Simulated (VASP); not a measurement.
# KCl (P4/mmm) in VASP: a series of runs, part 2 of 3

VASP 6.6.1. Earlier steps stand in the parts before.

## Step 3: Electric field gradients, PBEsol (zz strain of +2 %)

The input, INCAR:

```
SYSTEM = KCl
ALGO = Normal ; EDIFF = 1E-8
ENCUT = 400 ; GGA = PS
GGA_COMPAT = .False. ; ISIF = 2
ISMEAR = -1 ; LASPH = .True.
LCHARG = .False. ; LEFG = .True.
LREAL = .False. ; LWAVE = .False.
NBANDS = 15 ; NELM = 120
PREC = Accurate ; SIGMA = 0.02
```

The input, KPOINTS:

```
k-points
0
Gamma
  7 7 7
  0 0 0
```

The input, POSCAR:

```
KCl
1.0
    3.6340000000      0.0000000000      0.0000000000
    0.0000000000      3.6340000000      0.0000000000
    0.0000000000      0.0000000000      3.7066800000
K Cl
1 1
Direct
    0.0000000000      0.0000000000      0.0000000000
    0.5000000000      0.5000000000      0.5000000000
```

Potentials or basis: VASP PAW PBE potentials, release 64 (K_sv, Cl).

Run with:

```bash
> cat potpaw_PBE.64/K_sv/POTCAR potpaw_PBE.64/Cl/POTCAR > POTCAR
> mpirun -np 1 vasp_std > vasp.out
```

OUTCAR:

```text
SYSTEM = KCl
   EDIFF = 1E-8
   ENCUT = 400
   GGA = PS
   ISIF = 2
   ISMEAR = -1
   LASPH = .True.
   LREAL = .False.
   NELM = 120
   PREC = Accurate

 ion  position               nearest neighbor table
   1  0.000  0.000  0.000-   2 3.17   2 3.17   2 3.17   2 3.17   2 3.17   2 3.17   2 3.17   2 3.17

   2  0.500  0.500  0.500-   1 3.17   1 3.17   1 3.17   1 3.17   1 3.17   1 3.17   1 3.17   1 3.17

  LATTYP: Found a simple tetragonal cell.
 ALAT       =     3.6340000000
 C/A-ratio  =     1.0200000000

  Lattice vectors:

 A1 = (   3.6340000000,   0.0000000000,   0.0000000000)
[... 646 lines left out ...]
  free  energy   TOTEN  =        -6.8961785769 eV

  energy  without entropy=       -6.8961785769  energy(sigma->0) =       -6.89617858

 Electric field gradients (V/A^2)
---------------------------------------------------------------------
 ion       V_xx      V_yy      V_zz      V_xy      V_xz      V_yz
---------------------------------------------------------------------
   1       1.301     1.301    -2.602     0.000     0.000    -0.000
   2      -2.530    -2.530     5.061     0.000     0.000     0.000
---------------------------------------------------------------------

 Electric field gradients after diagonalization (V/A^2)
 (convention: |V_zz| > |V_xx| > |V_yy|)
----------------------------------------------------------------------
 ion       V_xx      V_yy      V_zz     asymmetry (V_yy - V_xx)/ V_zz
----------------------------------------------------------------------
   1       1.301     1.301    -2.602       0.000
   2      -2.530    -2.530     5.061       0.000
----------------------------------------------------------------------

           NMR quadrupolar parameters

 Cq : quadrupolar parameter    Cq=e*Q*V_zz/h
 eta: asymmetry parameters     (V_yy - V_xx)/ V_zz
 Q  : nuclear electric quadrupole moment in mb (millibarn)
----------------------------------------------------------------------
 ion       Cq(MHz)       eta       Q (mb)
----------------------------------------------------------------------
   1      -0.006       0.000       1.000
   2       0.012       0.000       1.000
----------------------------------------------------------------------
```

OSZICAR:

```text
N       E                     dE             d eps       ncg     rms          rms(c)
DAV:   1     0.871674950219E+02    0.87167E+02   -0.63211E+03  1200   0.802E+02
DAV:   2    -0.278336856434E+01   -0.89951E+02   -0.84254E+02  1591   0.223E+02
DAV:   3    -0.701569220237E+01   -0.42323E+01   -0.42147E+01  1627   0.431E+01
DAV:   4    -0.714332210413E+01   -0.12763E+00   -0.12762E+00  1771   0.729E+00
DAV:   5    -0.714423307478E+01   -0.91097E-03   -0.91095E-03  1697   0.678E-01    0.350E+00
DAV:   6    -0.692404711535E+01    0.22019E+00   -0.21768E-01  1487   0.327E+00    0.296E+00
DAV:   7    -0.689537488000E+01    0.28672E-01   -0.70390E-02  1627   0.193E+00    0.170E+00
DAV:   8    -0.689608063748E+01   -0.70576E-03   -0.15175E-02  1675   0.944E-01    0.226E-01
DAV:   9    -0.689603087443E+01    0.49763E-04   -0.56588E-04  1594   0.160E-01    0.914E-02
DAV:  10    -0.689618124793E+01   -0.15037E-03   -0.20212E-04  1362   0.114E-01    0.304E-02
DAV:  11    -0.689617750054E+01    0.37474E-05   -0.15118E-05  1683   0.300E-02    0.112E-02
DAV:  12    -0.689617874907E+01   -0.12485E-05   -0.86203E-07  1378   0.723E-03    0.236E-03
DAV:  13    -0.689617862770E+01    0.12137E-06   -0.59032E-08  1627   0.181E-03    0.572E-04
DAV:  14    -0.689617855726E+01    0.70440E-07   -0.53929E-09  1225   0.637E-04    0.866E-05
DAV:  15    -0.689617857378E+01   -0.16519E-07   -0.10454E-09  1055   0.249E-04    0.110E-04
DAV:  16    -0.689617857695E+01   -0.31707E-08   -0.29799E-10   810   0.118E-04
   1 F= -.68961786E+01 E0= -.68961786E+01  d E =-.255410E-12
```

stdout:

```text
POSCAR found type information on POSCAR K Cl
 POSCAR found :  2 types and       2 ions
 scaLAPACK will be used
 -----------------------------------------------------------------------------
|                                                                             |
|                                                                             |
|     You enforced a specific xc type in the INCAR file but a different       |
|     I HOPE YOU KNOW WHAT YOU ARE DOING!                                     |
|                                                                             |
 -----------------------------------------------------------------------------

 LDA part: xc-table for (Slater+PW92), standard interpolation
 POSCAR, INCAR and KPOINTS ok, starting setup
 FFT: planning ... GRIDC
 FFT: planning ... GRID_SOFT
 FFT: planning ... GRID
 WAVECAR not read
 entering main loop
ion   1

ion   2
```

Run time: 30 s. Hardware: 1 thread of Intel Xeon 8259CL, shared host; peak memory 0.14 GiB.

What came out:

```yaml
Free_energy: -6.8962 eV
Pressure: 1.8 GPa
Band_gap_on_the_k_mesh: 5.25 eV (least direct gap 5.45 eV)
Largest_electric_field_gradient_by_atom: K -2.6; Cl +5.1 V/Å²
```

Electric field gradients, principal values (V/Å²):
| atom | least | middle | greatest (by size) |
| --- | --- | --- | --- |
| 1 K | 1.301 | 1.301 | -2.602 |
| 2 Cl | -2.530 | -2.530 | 5.061 |

Caveat: the cell differs from its parent crystal (zz strain of +2 %); without QUAD_EFG the Cq values of the log hold for a quadrupole moment of 1 mb, not for the nuclei; the PAW data sets were made with another functional, which shifts forces and pressure a little. A k mesh can miss the band edges.

## Step 4: Electric field gradients, PBEsol (zz strain of +3 %)

The input, INCAR:

```
ALGO     = Normal         # electronic algorithm
EDIFF    = 1E-8           # SCF threshold, eV
ENCUT    = 400            # plane-wave cutoff, eV
GGA      = PS             # functional
GGA_COMPAT= False        
ISIF     = 2              # what is computed and relaxed
ISMEAR   = -1             # smearing method
LASPH    = True           # aspherical terms in the spheres
LCHARG   = False          # write CHGCAR
LEFG     = True         
LREAL    = False          # projectors in reciprocal space
LWAVE    = False          # write WAVECAR
NBANDS   = 15             # bands
NELM     = 120            # most SCF steps
PREC     = Accurate       # precision mode
SIGMA    = 0.02           # smearing width, eV
```

The input, KPOINTS:

```
k-points
0
Gamma
  7 7 7
```

Edit POSCAR of step 3 so:

```diff
@@ -4,3 +4,3 @@
     0.0000000000      3.6340000000      0.0000000000
-    0.0000000000      0.0000000000      3.7066800000
+    0.0000000000      0.0000000000      3.7430200000
 K Cl
```

Potentials or basis: VASP PAW PBE potentials, release 64 (K_sv, Cl).

Run with:

```bash
> cat potpaw_PBE.64/K_sv/POTCAR potpaw_PBE.64/Cl/POTCAR > POTCAR
> mpirun -np 1 vasp_std > vasp.out
```

OUTCAR:

```text
EDIFF = 1E-8
   ENCUT = 400
   GGA = PS
   ISIF = 2
   ISMEAR = -1
   LASPH = True
   LREAL = False
   NELM = 120
   PREC = Accurate

 ion  position               nearest neighbor table
   1  0.000  0.000  0.000-   2 3.18   2 3.18   2 3.18   2 3.18   2 3.18   2 3.18   2 3.18   2 3.18

   2  0.500  0.500  0.500-   1 3.18   1 3.18   1 3.18   1 3.18   1 3.18   1 3.18   1 3.18   1 3.18

  LATTYP: Found a simple tetragonal cell.
 ALAT       =     3.6340000000
 C/A-ratio  =     1.0300000000

  Lattice vectors:

 A1 = (   3.6340000000,   0.0000000000,   0.0000000000)
 A2 = (   0.0000000000,   3.6340000000,   0.0000000000)
 A3 = (   0.0000000000,   0.0000000000,   3.7430200000)

Analysis of symmetry for initial positions (statically):
=====================================================================
 Subroutine PRICEL returns:
 Original cell was already a primitive cell.

 Routine SETGRP: Setting up the symmetry group for a
 simple tetragonal supercell.

 Subroutine GETGRP returns: Found 16 space group operations
 (whereof 16 operations were pure point group operations)
 out of a pool of 16 trial point group operations.

The static configuration has the point symmetry D_4h.

Analysis of symmetry for dynamics (positions and initial velocities):
=====================================================================
 Subroutine PRICEL returns:
 Original cell was already a primitive cell.

 Routine SETGRP: Setting up the symmetry group for a
 simple tetragonal supercell.

 Subroutine GETGRP returns: Found 16 space group operations
 (whereof 16 operations were pure point group operations)
[... 578 lines left out ...]
      6      -1.9005      2.00000
      7      -1.2489      2.00000
      8      -0.2379      2.00000
      9       6.6697      0.00000
     10       7.5775      0.00000
     11       9.3517      0.00000
     12       9.7047      0.00000
     13       9.7355      0.00000
     14      10.6972      0.00000
     15      12.3843      0.00000

 [... further k-points ...]

------------------------ aborting loop because EDIFF is reached ----------------------------------------

  FORCE on cell =-STRESS in cart. coord.  units (eV):
  Direction    XX          YY          ZZ          XY          YZ          ZX
  --------------------------------------------------------------------------------------
  -------------------------------------------------------------------------------------
  Total        0.6029407      0.6029407      0.1582313      0.0000000      0.0000000     -0.0000000
  in kB       19.5430866     19.5430866      5.1287451      0.0000000      0.0000000     -0.0000000
  external PRESSURE =      14.7383061 kB  Pullay stress =       0.0000000 kB

 VOLUME and BASIS-vectors are now :
 -----------------------------------------------------------------------------
  energy-cutoff  :      400.00
  volume of cell :       49.43
      direct lattice vectors                 reciprocal lattice vectors
     3.634000000  0.000000000  0.000000000     0.275178866  0.000000000  0.000000000
     0.000000000  3.634000000  0.000000000     0.000000000  0.275178866  0.000000000
     0.000000000  0.000000000  3.743020000     0.000000000  0.000000000  0.267163948

 POSITION                                       TOTAL-FORCE (eV/Angst)
 -----------------------------------------------------------------------------------
      0.00000      0.00000      0.00000         0.000000      0.000000      0.000000
      1.81700      1.81700      1.87151         0.000000      0.000000      0.000000
 -----------------------------------------------------------------------------------
    total drift:                                0.000000      0.000000     -0.000000

  FREE ENERGIE OF THE ION-ELECTRON SYSTEM (eV)
  ---------------------------------------------------
  free  energy   TOTEN  =        -6.8987436483 eV

  energy  without entropy=       -6.8987436483  energy(sigma->0) =       -6.89874365

 Electric field gradients (V/A^2)
---------------------------------------------------------------------
 ion       V_xx      V_yy      V_zz      V_xy      V_xz      V_yz
---------------------------------------------------------------------
   1       1.919     1.919    -3.839     0.000     0.000    -0.000
   2      -3.755    -3.755     7.510    -0.000    -0.000     0.000
---------------------------------------------------------------------

 Electric field gradients after diagonalization (V/A^2)
 (convention: |V_zz| > |V_xx| > |V_yy|)
----------------------------------------------------------------------
 ion       V_xx      V_yy      V_zz     asymmetry (V_yy - V_xx)/ V_zz
----------------------------------------------------------------------
   1       1.919     1.919    -3.839       0.000
   2      -3.755    -3.755     7.510       0.000
----------------------------------------------------------------------

           NMR quadrupolar parameters

 Cq : quadrupolar parameter    Cq=e*Q*V_zz/h
 eta: asymmetry parameters     (V_yy - V_xx)/ V_zz
 Q  : nuclear electric quadrupole moment in mb (millibarn)
----------------------------------------------------------------------
 ion       Cq(MHz)       eta       Q (mb)
----------------------------------------------------------------------
   1      -0.009       0.000       1.000
   2       0.018       0.000       1.000
----------------------------------------------------------------------
```

Wall time 37 s (1 thread of Intel Xeon 8259CL, shared host); peak memory 0.14 GiB.

Results:

```yaml
Free_energy: -6.8987 eV
Pressure: 1.5 GPa
Band_gap_on_the_k_mesh: 5.17 eV (least direct gap 5.37 eV)
Largest_electric_field_gradient_by_atom: K -3.8; Cl +7.5 V/Å²
```

Electric field gradients, principal values (V/Å²):
```
atom   least  middle  greatest (by size)
 1 K   1.919   1.919              -3.839
2 Cl  -3.755  -3.755               7.510
```

Caveat: the cell differs from its parent crystal (zz strain of +3 %); without QUAD_EFG the Cq values of the log hold for a quadrupole moment of 1 mb, not for the nuclei; the PAW data sets were made with another functional, which shifts forces and pressure a little. A k mesh can miss the band edges.

(Continued in part 3 of 3.)
